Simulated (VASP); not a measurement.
# Pt (P6_3/mmc) in VASP: a series of runs

Runs on Pt. Level: PBE. Tasks: single point.

All numbers are computed with VASP 6.6.1; they aren't measurements. Logs are shortened: lines on timing, memory, paths and dates and some standing lists are left out, and cuts for length are marked.

**1. The cell of the first run**

The structure is hexagonal, space group P6_3/mmc (No. 194). Conventional cell: a = 2.691 Å, b = 2.691 Å, c = 4.627 Å, α = 90.00°, β = 90.00°, γ = 120.00°. Pt (site symmetry -6m2) has 12 Pt at 2.69 to 2.79 Å within 3.5 Å.

This isn't the form of Pt at room conditions, which is fcc.

**2. Single point, PBE (14.51 Å³/atom)**

INCAR

```
SYSTEM = Pt
PREC = Accurate ; ENCUT = 520
EDIFF = 1E-6 ; ISMEAR = -1
SIGMA = 0.1 ; LREAL = .FALSE.
LASPH = .TRUE. ; NELM = 100
ALGO = Normal ; ISIF = 2
LWAVE = .FALSE. ; LCHARG = .FALSE.
GGA = PE ; NBANDS = 17
```

KPOINTS

```
Automatic mesh
0
G
  21 21 11
  0 0 0
```

POSCAR

```
Pt
1.0
    2.6909988029      0.0000000000      0.0000000000
   -1.3454994014      2.3304733248      0.0000000000
    0.0000000000      0.0000000000      4.6265242318
Pt
2
Direct
    0.3333333333      0.6666666667      0.2500000000
    0.6666666667      0.3333333333      0.7500000000
```

Potentials or basis: VASP PAW PBE potentials, release 64 (Pt).

On the command line:

```
cat potpaw_PBE.64/Pt/POTCAR > POTCAR
mpirun -np 1 vasp_std > vasp.out
```

OUTCAR:

```text
SYSTEM = Pt
   PREC = Accurate
   ENCUT = 520
   EDIFF = 1E-6
   ISMEAR = -1
   LREAL = .FALSE.
   LASPH = .TRUE.
   NELM = 100
   ISIF = 2
   GGA = PE

 ion  position               nearest neighbor table
   1  0.333  0.667  0.250-   2 2.79   2 2.79   2 2.79   2 2.79   2 2.79   2 2.79
   2  0.667  0.333  0.750-   1 2.79   1 2.79   1 2.79   1 2.79   1 2.79   1 2.79

  LATTYP: Found a hexagonal cell.
 ALAT       =     2.6909988029
 C/A-ratio  =     1.7192591193

  Lattice vectors:

 A1 = (   2.6909988029,   0.0000000000,   0.0000000000)
 A2 = (  -1.3454994014,   2.3304733248,   0.0000000000)
 A3 = (   0.0000000000,   0.0000000000,   4.6265242318)

Analysis of symmetry for initial positions (statically):
=====================================================================
 Subroutine PRICEL returns:
 Original cell was already a primitive cell.

 Routine SETGRP: Setting up the symmetry group for a
 hexagonal supercell.

 Subroutine GETGRP returns: Found 24 space group operations
 (whereof 12 operations were pure point group operations)
 out of a pool of 24 trial point group operations.

The static configuration has the point symmetry D_3d.
 The point group associated with its full space group is D_6h.

Analysis of symmetry for dynamics (positions and initial velocities):
=====================================================================
 Subroutine PRICEL returns:
 Original cell was already a primitive cell.

 Routine SETGRP: Setting up the symmetry group for a
 hexagonal supercell.

 Subroutine GETGRP returns: Found 24 space group operations
 (whereof 12 operations were pure point group operations)
 out of a pool of 24 trial point group operations.

The dynamic configuration has the point symmetry D_3d.
 The point group associated with its full space group is D_6h.

 Subroutine INISYM returns: Found 24 space group operations
 (whereof 12 operations are pure point group operations),
 and found     1 'primitive' translations

----------------------------------------------------------------------------------------

                                     Primitive cell

  volume of cell :      29.0143

  direct lattice vectors                    reciprocal lattice vectors
     2.690998803  0.000000000  0.000000000     0.371609233  0.214548690  0.000000000
    -1.345499401  2.330473325  0.000000000     0.000000000  0.429097381  0.000000000
     0.000000000  0.000000000  4.626524232     0.000000000  0.000000000  0.216144983
[... 83 lines left out ...]
   NELM   =    100;   NELMIN=  2; NELMDL= -5     # of ELM steps
   EDIFF  = 0.1E-05   stopping-criterion for ELM
   LREAL  =      F    real-space projection
   EDIFFG = 0.1E-04   stopping-criterion for IOM
   NSW    =      0    number of steps for IOM
   IBRION =     -1    ionic relax: 0-MD 1-quasi-New 2-CG
   NFREE  =      0    steps in history (QN), initial steepest desc. (CG)
   ISIF   =      2    stress and relaxation
   ISYM   =      2    0-nonsym 1-usesym 2-fastsym
   POTIM  = 0.5000    time-step for ionic-motion
   TEBEG  =    0.0;   TEEND  =   0.0 temperature during run
   PSTRESS=    0.0 pullay stress
   NELECT =      20.0000    total number of electrons
   NUPDOWN=      -1.0000    fix difference up-down
   EMIN   =  10.00;   EMAX   =-10.00  energy-range for DOS
   EFERMI =   0.00;   METHOD = LEGACY
   ISMEAR =    -1;   SIGMA  =   0.10  broadening in eV -4-tet -1-fermi 0-gaus
   EFERMI_NEDOS =   21; number of points for ismear=-14 and -15
   IALGO  =     38    algorithm
   IMIX   =      4    mixing-type and parameters
     AMIX     =   0.40;   BMIX     =  1.00
     AMIX_MAG =   1.60;   BMIX_MAG =  1.00
  volume/ion in A,a.u.               =      14.51        97.90
  Fermi-wavevector in a.u.,A,eV,Ry     =   1.446152  2.732831 28.454628  2.091356
  Thomas-Fermi vector in A             =   2.564253
   LORBIT       =      0    0 simple, 1 ext, 2 COOP (PROOUT), +10 PAW based schemes
   GGA     = PE    functional components
   LHFCALC =     F    Hartree Fock is set to
   AEXX    =    0.0000 exact exchange contribution
   IVDW    =     0    specifies the selected vdW correction
   LEPSILON=     F    determine dielectric tensor
   LRPA    =     F    only Hartree local field effects (RPA)
 non-spin polarized calculation
  energy-cutoff  :      520.00
  volume of cell :       29.01
 maximum number of plane-waves:       825
 NGX is ok and might be reduce to    20
   NGX =  9   NGY =  9   NGZ = 17

 number of electron      20.0000000 magnetization

 Free energy of the ion-electron system (eV)
  ---------------------------------------------------
  ext. energy  EPLUGINS =         0.00000000
  ---------------------------------------------------
  free energy    TOTEN  =       -11.96518523 eV

  energy without entropy =      -11.86094010  energy(sigma->0) =      -11.91306267

 E-fermi :  12.0125     XC(G=0): -13.7209

 val. band max:       12.0121857782   @ k =   0.3810   0.0000   0.2727
 cond. band min:      12.0154401680   @ k =   0.4286   0.1429   0.4545
 fundamental gap:      0.0032543898
 Fermi energy:        12.0124908832

 k-point     1 :       0.0000    0.0000    0.0000
  band No.  band energies     occupation
      1       1.3645      2.00000
      2       4.1144      2.00000
      3       7.5648      2.00000
      4       8.0951      2.00000
      5       8.0951      2.00000
      6       8.5361      2.00000
[... 457 lines left out ...]
      4       7.0883      2.00000
      5       7.7517      2.00000
      6       8.5244      2.00000
[... 9 lines left out ...]
     16      28.5716      0.00000
     17      30.4768      0.00000

 [... further k-points ...]

------------------------ aborting loop because EDIFF is reached ----------------------------------------

  FORCE on cell =-STRESS in cart. coord.  units (eV):
  Direction    XX          YY          ZZ          XY          YZ          ZX
  --------------------------------------------------------------------------------------
  -------------------------------------------------------------------------------------
  Total        4.6570020      4.6570020      4.1550021      0.0000000      0.0000000      0.0000000
  in kB      257.1606540    257.1606540    229.4401116      0.0000000      0.0000000      0.0000000
  external PRESSURE =     247.9204732 kB  Pullay stress =       0.0000000 kB

 VOLUME and BASIS-vectors are now :
 -----------------------------------------------------------------------------
  energy-cutoff  :      520.00
  volume of cell :       29.01
      direct lattice vectors                 reciprocal lattice vectors
     2.690998803  0.000000000  0.000000000     0.371609233  0.214548690  0.000000000
    -1.345499401  2.330473325  0.000000000     0.000000000  0.429097381  0.000000000
     0.000000000  0.000000000  4.626524232     0.000000000  0.000000000  0.216144983

 POSITION                                       TOTAL-FORCE (eV/Angst)
 -----------------------------------------------------------------------------------
     -0.00000      1.55365      1.15663        -0.000000      0.000000      0.000000
      1.34550      0.77682      3.46989         0.000000     -0.000000      0.000000
 -----------------------------------------------------------------------------------
    total drift:                               -0.000000      0.000000     -0.000000

  FREE ENERGIE OF THE ION-ELECTRON SYSTEM (eV)
  ---------------------------------------------------
  free  energy   TOTEN  =       -11.9651852298 eV

  energy  without entropy=      -11.8609401013  energy(sigma->0) =      -11.91306267
```

Wall time 52 s (1 thread of Intel Xeon Platinum 8488C (Sapphire Rapids), shared host); peak memory 0.24 GiB.

Results:

| Item | Value |
| --- | --- |
| Free energy | -11.9652 eV |
| Pressure | 24.8 GPa |
| Band gap on the k mesh | zero (bands 10 and 11 overlap by 1.40 eV) |

Stress tensor (GPa, compression positive):
```
25.72  0.00  0.00
 0.00 25.72  0.00
 0.00  0.00 22.94
```

Caveat: the cell stands under pressure; spin-orbit coupling is left out, which moves the levels of the heavy elements.

**3. Single point, PBE (15.14 Å³/atom)**

This run uses another cell than the first one, of 15.14 Å³/atom.

INCAR

```
ALGO = Normal ; EDIFF = 1E-6
ENCUT = 520 ; GGA = PE
ISIF = 2 ; ISMEAR = -1
LASPH = True ; LCHARG = False
LREAL = False ; LWAVE = False
NBANDS = 17 ; NELM = 60
PREC = Accurate ; SIGMA = 0.1
```

KPOINTS

```
k-points
0
Gamma
  21 21 11
```

POSCAR

```
Pt
1.0
    2.7294468375      0.0000000000      0.0000000000
   -1.3647234187      2.3637702995      0.0000000000
    0.0000000000      0.0000000000      4.6926263659
Pt
2
Direct
    0.3333333333      0.6666666667      0.2500000000
    0.6666666667      0.3333333333      0.7500000000
```

Potentials or basis: VASP PAW PBE potentials, release 64 (Pt).

On the command line:

```
cat potpaw_PBE.64/Pt/POTCAR > POTCAR
mpirun -np 1 vasp_std > vasp.out
```

Run time: 49 s. Hardware: 1 thread of Intel Xeon Platinum 8488C (Sapphire Rapids), shared host; peak memory 0.23 GiB.

It converged, with:

```
Free energy            : -12.1031 eV
Pressure               : 10.5 GPa
Band gap on the k mesh : zero (bands 10 and 11 overlap by 1.30 eV)
```

Stress tensor (GPa, compression positive):
```
10.98  0.00  0.00
 0.00 10.98  0.00
 0.00  0.00  9.62
```

Levels at points of the mesh, in eV from the Fermi level:
| k point | band 8 | band 9 | band 10 | band 11 | band 12 | band 13 |
| --- | --- | --- | --- | --- | --- | --- |
| (0.00, 0.00, 0.00) | -2.01 | -2.01 | -0.85 | -0.26 | -0.26 | 5.07 |

Caveat: the cell stands under pressure; spin-orbit coupling is left out, which moves the levels of the heavy elements.

**4. Single point, PBE**

This run uses another cell than the first one, of 15.77 Å³/atom.

INCAR

```
ALGO     = Normal         # electronic algorithm
EDIFF    = 1E-6           # SCF threshold, eV
ENCUT    = 520            # plane-wave cutoff, eV
GGA      = PE             # functional
ISIF     = 2              # what is computed and relaxed
ISMEAR   = -1             # smearing method
LASPH    = T              # aspherical terms in the spheres
LCHARG   = F              # write CHGCAR
LREAL    = F              # projectors in reciprocal space
LWAVE    = F              # write WAVECAR
NBANDS   = 17             # bands
NELM     = 60             # most SCF steps
PREC     = Accurate       # precision mode
SIGMA    = 0.1            # smearing width, eV
```

KPOINTS is that of step 3.

POSCAR

```
Pt
1.0
    2.7668411669      0.0000000000      0.0000000000
   -1.3834205835      2.3961547388      0.0000000000
    0.0000000000      0.0000000000      4.7569169079
Pt
2
Direct
    0.3333333333      0.6666666667      0.2500000000
    0.6666666667      0.3333333333      0.7500000000
```

On the command line:

```
cat potpaw_PBE.64/Pt/POTCAR > POTCAR
mpirun -np 1 vasp_std > vasp.out
```

Wall time 47 s (1 thread of Intel Xeon Platinum 8488C (Sapphire Rapids), shared host); peak memory 0.25 GiB.

The run converged. Its results:

```
Free energy            : -12.1421 eV
Pressure               : -0.5 GPa
Band gap on the k mesh : zero (bands 10 and 11 overlap by 1.21 eV)
```

Stress tensor (GPa, compression positive):
```
-0.38  0.00  0.00
 0.00 -0.38  0.00
 0.00  0.00 -0.62
```

Levels at points of the mesh, in eV from the Fermi level:
```csv
k point,band 7,band 8,band 9,band 10,band 11,band 12,band 13,band 14
"(0.00, 0.00, 0.00)",-3.04,-1.88,-1.88,-0.66,-0.24,-0.24,4.80,15.07
```

Caveat: spin-orbit coupling is left out, which moves the levels of the heavy elements.

**5. Single point, PBE (16.40 Å³/atom)**

This run uses another cell than the first one, of 16.40 Å³/atom.

INCAR

```
PREC = Accurate
ENCUT = 520
EDIFF = 1E-6
ISMEAR = -1
SIGMA = 0.1
LREAL = F
LASPH = T
NELM = 80
ALGO = Normal
ISIF = 2
LWAVE = F
LCHARG = T
GGA = PE
LELF = T
LVHAR = T
NBANDS = 17
```

KPOINTS

```
Automatic mesh
0
Gamma
  21 21 11
```

POSCAR

```
Pt
1.0
    2.8032511472      0.0000000000      0.0000000000
   -1.4016255736      2.4276867066      0.0000000000
    0.0000000000      0.0000000000      4.8195150984
Pt
2
Direct
    0.3333333333      0.6666666667      0.2500000000
    0.6666666667      0.3333333333      0.7500000000
```

On the command line:

```
cat potpaw_PBE.64/Pt/POTCAR > POTCAR
mpirun -np 1 vasp_std > vasp.out
```

It took 49 s on 1 thread of Intel Xeon Platinum 8488C (Sapphire Rapids), shared host; peak memory 0.26 GiB.

Results (log left out):

| Property | Result |
| --- | --- |
| Free energy | -12.1049 eV |
| Pressure | -8.9 GPa |
| Band gap on the k mesh | zero (bands 10 and 11 overlap by 1.12 eV) |

Stress tensor (GPa, compression positive):
```
-9.14  0.00  0.00
 0.00 -9.14  0.00
 0.00  0.00 -8.49
```

Levels at points of the mesh, in eV from the Fermi level:
| k point | band 7 | band 8 | band 9 | band 10 | band 11 | band 12 | band 13 | band 14 |
| --- | --- | --- | --- | --- | --- | --- | --- | --- |
| (0.00, 0.00, 0.00) | -2.85 | -1.76 | -1.76 | -0.49 | -0.23 | -0.23 | 4.55 | 15.12 |

Caveat: the cell stands under tension; spin-orbit coupling is left out, which moves the levels of the heavy elements.

**6. Single point, PBE (17.03 Å³/atom)**

This run uses another cell than the first one, of 17.03 Å³/atom.

INCAR

```
  ALGO = Normal
  EDIFF = 1E-6
  ENCUT = 520
  GGA = PE
  ISIF = 2
  ISMEAR = -1
  LASPH = True
  LCHARG = False
  LREAL = False
  LWAVE = False
  NBANDS = 17
  NELM = 100
  PREC = Accurate
  SIGMA = 0.1
```

KPOINTS

```
k-points
0
Gamma
  21 21 11
```

POSCAR

```
Pt
1.0
    2.8387391062      0.0000000000      0.0000000000
   -1.4193695531      2.4584201807      0.0000000000
    0.0000000000      0.0000000000      4.8805280957
Pt
2
Direct
    0.3333333333      0.6666666667      0.2500000000
    0.6666666667      0.3333333333      0.7500000000
```

Potentials or basis: VASP PAW PBE potentials, release 64 (Pt).

On the command line:

```
cat potpaw_PBE.64/Pt/POTCAR > POTCAR
mpirun -np 1 vasp_std > vasp.out
```

OUTCAR:

```text
EDIFF = 1E-6
   ENCUT = 520
   GGA = PE
   ISIF = 2
   ISMEAR = -1
   LASPH = True
   LREAL = False
   NELM = 100
   PREC = Accurate

 ion  position               nearest neighbor table
   1  0.333  0.667  0.250-   2 2.94   2 2.94   2 2.94   2 2.94   2 2.94   2 2.94
   2  0.667  0.333  0.750-   1 2.94   1 2.94   1 2.94   1 2.94   1 2.94   1 2.94

  LATTYP: Found a hexagonal cell.
 ALAT       =     2.8387391062
 C/A-ratio  =     1.7192591193

  Lattice vectors:

 A1 = (   2.8387391062,   0.0000000000,   0.0000000000)
 A2 = (  -1.4193695531,   2.4584201807,   0.0000000000)
 A3 = (   0.0000000000,   0.0000000000,   4.8805280957)

Analysis of symmetry for initial positions (statically):
=====================================================================
 Subroutine PRICEL returns:
 Original cell was already a primitive cell.

 Routine SETGRP: Setting up the symmetry group for a
 hexagonal supercell.

 Subroutine GETGRP returns: Found 24 space group operations
 (whereof 12 operations were pure point group operations)
 out of a pool of 24 trial point group operations.

The static configuration has the point symmetry D_3d.
[... 162 lines left out ...]

 E-fermi :   9.0665     XC(G=0): -12.7656

 val. band max:        9.0654335942   @ k =   0.4762  -0.0000   0.0000
 cond. band min:       9.0669324353   @ k =   0.3810   0.1905   0.1818
 fundamental gap:      0.0014988411
 Fermi energy:         9.0664884996

 k-point     1 :       0.0000    0.0000    0.0000
  band No.  band energies     occupation
      1       0.1548      2.00000
      2       2.7580      2.00000
      3       5.6441      2.00000
      4       6.0539      2.00000
      5       6.0539      2.00000
      6       6.3850      2.00000
[... 457 lines left out ...]
      4       5.3210      2.00000
      5       5.7848      2.00000
      6       6.4244      2.00000
[... 9 lines left out ...]
     16      25.3709      0.00000
     17      26.9427      0.00000

 [... further k-points ...]

------------------------ aborting loop because EDIFF is reached ----------------------------------------

  FORCE on cell =-STRESS in cart. coord.  units (eV):
  Direction    XX          YY          ZZ          XY          YZ          ZX
  --------------------------------------------------------------------------------------
  -------------------------------------------------------------------------------------
  Total       -3.3665125     -3.3665125     -3.0823031      0.0000000     -0.0000000      0.0000000
  in kB     -158.3588745   -158.3588745   -144.9898207      0.0000000     -0.0000000      0.0000000
  external PRESSURE =    -153.9025232 kB  Pullay stress =       0.0000000 kB

 VOLUME and BASIS-vectors are now :
 -----------------------------------------------------------------------------
  energy-cutoff  :      520.00
  volume of cell :       34.06
      direct lattice vectors                 reciprocal lattice vectors
     2.838739106  0.000000000  0.000000000     0.352269075  0.203382645  0.000000000
    -1.419369553  2.458420181  0.000000000     0.000000000  0.406765291  0.000000000
     0.000000000  0.000000000  4.880528096     0.000000000  0.000000000  0.204895860

 POSITION                                       TOTAL-FORCE (eV/Angst)
 -----------------------------------------------------------------------------------
     -0.00000      1.63895      1.22013        -0.000000      0.000000      0.000000
      1.41937      0.81947      3.66040         0.000000     -0.000000      0.000000
 -----------------------------------------------------------------------------------
    total drift:                               -0.000000      0.000000     -0.000000

  FREE ENERGIE OF THE ION-ELECTRON SYSTEM (eV)
  ---------------------------------------------------
  free  energy   TOTEN  =       -12.0092411583 eV

  energy  without entropy=      -11.8787035847  energy(sigma->0) =      -11.94397237
```

OSZICAR:

```text
N       E                     dE             d eps       ncg     rms          rms(c)
DAV:   1     0.999651419433E+02    0.99965E+02   -0.10388E+04  9792   0.112E+03
DAV:   2    -0.109256371124E+02   -0.11089E+03   -0.10499E+03 10580   0.238E+02
DAV:   3    -0.127567707690E+02   -0.18311E+01   -0.18025E+01 12008   0.303E+01
DAV:   4    -0.127666121240E+02   -0.98414E-02   -0.98389E-02 11799   0.232E+00
DAV:   5    -0.127667138907E+02   -0.10177E-03   -0.10177E-03 11951   0.250E-01    0.130E+01
DAV:   6    -0.120619347218E+02    0.70478E+00   -0.12448E+00 10234   0.976E+00    0.695E+00
DAV:   7    -0.120141098523E+02    0.47825E-01   -0.13752E-01 11787   0.318E+00    0.300E+00
DAV:   8    -0.120095164983E+02    0.45934E-02   -0.12275E-02 10639   0.840E-01    0.644E-01
DAV:   9    -0.120092273863E+02    0.28911E-03   -0.28098E-04 11212   0.137E-01    0.257E-02
DAV:  10    -0.120092411824E+02   -0.13796E-04   -0.75523E-06 12152   0.201E-02    0.203E-02
DAV:  11    -0.120092411583E+02    0.24070E-07   -0.22665E-07  6338   0.396E-03
   1 F= -.12009241E+02 E0= -.11943972E+02  d E =-.130538E+00
```

Run time: 50 s. Hardware: 1 thread of Intel Xeon Platinum 8488C (Sapphire Rapids), shared host; peak memory 0.26 GiB.

Results:

```yaml
Free_energy: -12.0092 eV
Pressure: -15.4 GPa
Band_gap_on_the_k_mesh: zero (bands 10 and 11 overlap by 1.05 eV)
```

Levels at points of the mesh, in eV from the Fermi level:
| k point | band 6 | band 7 | band 8 | band 9 | band 10 | band 11 | band 12 | band 13 | band 14 | band 15 |
| --- | --- | --- | --- | --- | --- | --- | --- | --- | --- | --- |
| (0.00, 0.00, 0.00) | -2.68 | -2.68 | -1.65 | -1.65 | -0.33 | -0.22 | -0.22 | 4.32 | 15.16 | 15.82 |

Caveat: the cell stands under tension; spin-orbit coupling is left out, which moves the levels of the heavy elements.

**7. The runs side by side**

| cell | gap on the mesh (eV) | pressure (GPa) |
| --- | --- | --- |
| a = 2.691, b = 2.691, c = 4.627 Å, angles 90.0, 90.0, 120.0°, 2 atoms | none | 24.8 |
| a = 2.729, b = 2.729, c = 4.693 Å, angles 90.0, 90.0, 120.0°, 2 atoms | none | 10.5 |
| a = 2.767, b = 2.767, c = 4.757 Å, angles 90.0, 90.0, 120.0°, 2 atoms | none | -0.5 |
| a = 2.803, b = 2.803, c = 4.820 Å, angles 90.0, 90.0, 120.0°, 2 atoms | none | -8.9 |
| a = 2.839, b = 2.839, c = 4.881 Å, angles 90.0, 90.0, 120.0°, 2 atoms | none | -15.4 |

Alike in all rows: task single point; level PBE; potentials or basis VASP PAW PBE potentials, release 64 (Pt); no spin polarisation; k mesh 21 × 21 × 11; cutoff (eV) 520; smearing fermi-dirac 0.1 eV.

Caveats: spin-orbit coupling is left out, which moves the levels of the heavy elements; the cell stands under pressure (at least some runs); the cell stands under tension (at least some runs).

Total energies depend on the potentials used, so only differences within one code and one set of settings carry meaning.
